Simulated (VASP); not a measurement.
# LiRh (P-6m2) in VASP: a series of runs, part 2 of 2

VASP 6.6.1. Earlier steps stand in the parts before.

## (3) Single point, LDA

Contents of INCAR:

```
SYSTEM = LiRh
PREC     = Accurate       ! precision mode
ENCUT    = 520            ! plane-wave cutoff, eV
EDIFF    = 1E-6           ! SCF threshold, eV
ISMEAR   = -1             ! smearing method
SIGMA    = 0.1            ! smearing width, eV
LREAL    = .FALSE.        ! projectors in reciprocal space
LASPH    = .TRUE.         ! aspherical terms in the spheres
NELM     = 100            ! most SCF steps
ALGO     = Normal         ! electronic algorithm
ISIF     = 2              ! what is computed and relaxed
LWAVE    = .FALSE.        ! write WAVECAR
LCHARG   = .TRUE.         ! write CHGCAR
LELF     = .TRUE.         ! ELF
LVHAR    = .TRUE.       
NBANDS   = 16             ! bands
```

Contents of KPOINTS:

```
Automatic mesh
0
G
  12 12 7
  0 0 0
```

Contents of POSCAR:

```
LiRh
1.0
    2.6523000000      0.0000000000      0.0000000000
   -1.3261500000      2.2969600000      0.0000000000
    0.0000000000      0.0000000000      4.3266040000
Li Rh
1 1
Direct
    0.0000000000      0.0000000000      0.5000000000
    0.6666666667      0.3333333333      0.0000000000
```

Potentials or basis: VASP PAW LDA potentials, release 64 (Li_sv, Rh_pv).

On the command line:

```
$ cat potpaw_LDA.64/Li_sv/POTCAR potpaw_LDA.64/Rh_pv/POTCAR > POTCAR
$ mpirun -np 1 vasp_std > vasp.out
```

OUTCAR:

```text
SYSTEM = LiRh
   PREC = Accurate
   ENCUT = 520
   EDIFF = 1E-6
   ISMEAR = -1
   LREAL = .FALSE.
   LASPH = .TRUE.
   NELM = 100
   ISIF = 2

 ion  position               nearest neighbor table
   1  0.000  0.000  0.500-   2 2.65   2 2.65   2 2.65   2 2.65   2 2.65   2 2.65
   2  0.667  0.333  0.000-   1 2.65   1 2.65   1 2.65   1 2.65   1 2.65   1 2.65

  LATTYP: Found a hexagonal cell.
 ALAT       =     2.6523000000
 C/A-ratio  =     1.6312649399

  Lattice vectors:

 A1 = (   2.6523000000,   0.0000000000,   0.0000000000)
 A2 = (  -1.3261500000,   2.2969600000,   0.0000000000)
 A3 = (   0.0000000000,   0.0000000000,   4.3266040000)

Analysis of symmetry for initial positions (statically):
=====================================================================
 Subroutine PRICEL returns:
 Original cell was already a primitive cell.

 Routine SETGRP: Setting up the symmetry group for a
 hexagonal supercell.

 Subroutine GETGRP returns: Found 12 space group operations
 (whereof 12 operations were pure point group operations)
 out of a pool of 24 trial point group operations.

The static configuration has the point symmetry D_3h.

Analysis of symmetry for dynamics (positions and initial velocities):
=====================================================================
 Subroutine PRICEL returns:
 Original cell was already a primitive cell.

 Routine SETGRP: Setting up the symmetry group for a
 hexagonal supercell.

 Subroutine GETGRP returns: Found 12 space group operations
 (whereof 12 operations were pure point group operations)
 out of a pool of 24 trial point group operations.

The dynamic configuration has the point symmetry D_3h.

 Subroutine INISYM returns: Found 12 space group operations
 (whereof 12 operations are pure point group operations),
 and found     1 'primitive' translations

----------------------------------------------------------------------------------------

                                     Primitive cell

  volume of cell :      26.3587
[... 103 lines left out ...]
   EFERMI =   0.00;   METHOD = LEGACY
   ISMEAR =    -1;   SIGMA  =   0.10  broadening in eV -4-tet -1-fermi 0-gaus
   EFERMI_NEDOS =   21; number of points for ismear=-14 and -15
   IALGO  =     38    algorithm
   IMIX   =      4    mixing-type and parameters
     AMIX     =   0.40;   BMIX     =  1.00
     AMIX_MAG =   1.60;   BMIX_MAG =  1.00
  volume/ion in A,a.u.               =      13.18        88.94
  Fermi-wavevector in a.u.,A,eV,Ry     =   1.441644  2.724311 28.277484  2.078336
  Thomas-Fermi vector in A             =   2.560253
   LORBIT       =      0    0 simple, 1 ext, 2 COOP (PROOUT), +10 PAW based schemes
   GGA     = CA    functional components
   LHFCALC =     F    Hartree Fock is set to
   AEXX    =    0.0000 exact exchange contribution
   IVDW    =     0    specifies the selected vdW correction
   LEPSILON=     F    determine dielectric tensor
   LRPA    =     F    only Hartree local field effects (RPA)
 non-spin polarized calculation
  energy-cutoff  :      520.00
  volume of cell :       26.36
 maximum number of plane-waves:       744
 NGX is ok and might be reduce to    20
   NGX =  9   NGY =  9   NGZ = 17

 number of electron      18.0000011 magnetization

 Free energy of the ion-electron system (eV)
  ---------------------------------------------------
  ext. energy  EPLUGINS =         0.00000000
  ---------------------------------------------------
  free energy    TOTEN  =       -11.08604606 eV

  energy without entropy =      -11.04430121  energy(sigma->0) =      -11.06517363

 E-fermi :   6.5212     XC(G=0): -11.5768

 val. band max:        6.4041733561   @ k =   0.2500   0.0000   0.0000
 cond. band min:       6.5369416130   @ k =   0.1667   0.0000   0.4286
 fundamental gap:      0.1327682569
 Fermi energy:         6.5212138105

 k-point     1 :       0.0000    0.0000    0.0000
  band No.  band energies     occupation
      1     -39.0365      2.00000
      2     -39.0365      2.00000
      3     -38.9738      2.00000
      4     -37.7454      2.00000
      5       0.5218      2.00000
      6       2.9165      2.00000
[... 433 lines left out ...]
      3     -38.9042      2.00000
      4     -37.6931      2.00000
      5       1.9521      2.00000
      6       3.3328      2.00000
[... 8 lines left out ...]
     15      21.2089      0.00000
     16      24.0491      0.00000

 [... further k-points ...]
[... 5 lines left out ...]
  --------------------------------------------------------------------------------------
  -------------------------------------------------------------------------------------
  Total       -1.3069767     -1.3069777     -0.6428837     -0.0000000     -0.0000000      0.0000000
  in kB      -79.4429230    -79.4429798    -39.0768691     -0.0000000     -0.0000000      0.0000000
  external PRESSURE =     -65.9875906 kB  Pullay stress =       0.0000000 kB

 VOLUME and BASIS-vectors are now :
 -----------------------------------------------------------------------------
  energy-cutoff  :      520.00
  volume of cell :       26.36
      direct lattice vectors                 reciprocal lattice vectors
     2.652300000  0.000000000  0.000000000     0.377031256  0.217679019  0.000000000
    -1.326150000  2.296960000  0.000000000     0.000000000  0.435358038  0.000000000
     0.000000000  0.000000000  4.326604000     0.000000000  0.000000000  0.231128155

 POSITION                                       TOTAL-FORCE (eV/Angst)
 -----------------------------------------------------------------------------------
      0.00000      0.00000      2.16330         0.000000      0.000000      0.000000
      1.32615      0.76565      0.00000        -0.000000     -0.000000      0.000000
 -----------------------------------------------------------------------------------
    total drift:                               -0.000000      0.000000      0.000000

  FREE ENERGIE OF THE ION-ELECTRON SYSTEM (eV)
  ---------------------------------------------------
  free  energy   TOTEN  =       -11.0860460607 eV

  energy  without entropy=      -11.0443012052  energy(sigma->0) =      -11.06517363
```

OSZICAR:

```text
N       E                     dE             d eps       ncg     rms          rms(c)
DAV:   1     0.143278877236E+03    0.14328E+03   -0.10928E+04  2448   0.125E+03
DAV:   2    -0.668554633216E+01   -0.14996E+03   -0.14468E+03  2832   0.343E+02
DAV:   3    -0.116579206059E+02   -0.49724E+01   -0.48596E+01  3928   0.540E+01
DAV:   4    -0.118813024740E+02   -0.22338E+00   -0.22325E+00  2792   0.947E+00
DAV:   5    -0.118844674418E+02   -0.31650E-02   -0.31649E-02  3200   0.983E-01    0.871E+00
DAV:   6    -0.112543991691E+02    0.63007E+00   -0.34878E+00  3008   0.246E+01    0.270E+00
DAV:   7    -0.111017929799E+02    0.15261E+00   -0.41028E-01  2960   0.645E+00    0.128E+00
DAV:   8    -0.110865786113E+02    0.15214E-01   -0.18643E-02  3328   0.114E+00    0.325E-01
DAV:   9    -0.110860978315E+02    0.48078E-03   -0.18823E-03  3064   0.341E-01    0.119E-01
DAV:  10    -0.110860433600E+02    0.54471E-04   -0.11663E-04  3320   0.103E-01    0.149E-02
DAV:  11    -0.110860462645E+02   -0.29045E-05   -0.64484E-06  2720   0.203E-02    0.628E-03
DAV:  12    -0.110860460607E+02    0.20378E-06   -0.55932E-07  1960   0.699E-03
   1 F= -.11086046E+02 E0= -.11065174E+02  d E =-.417449E-01
```

It took 17 s on 1 thread of AMD EPYC 7R13 (Zen 3), shared host; peak memory 0.12 GiB.

What came out:

| Item | Value |
| --- | --- |
| Free energy | -11.0860 eV |
| Band gap on the k mesh | zero (band 9 reaches 7.97 eV, above the bottom of band 10 at 6.34 eV) |

Caveat: the cutoff is under 1.25 times the usual one of these potentials, so pressure, stress and relaxed cells hold a basis-set (Pulay) error.
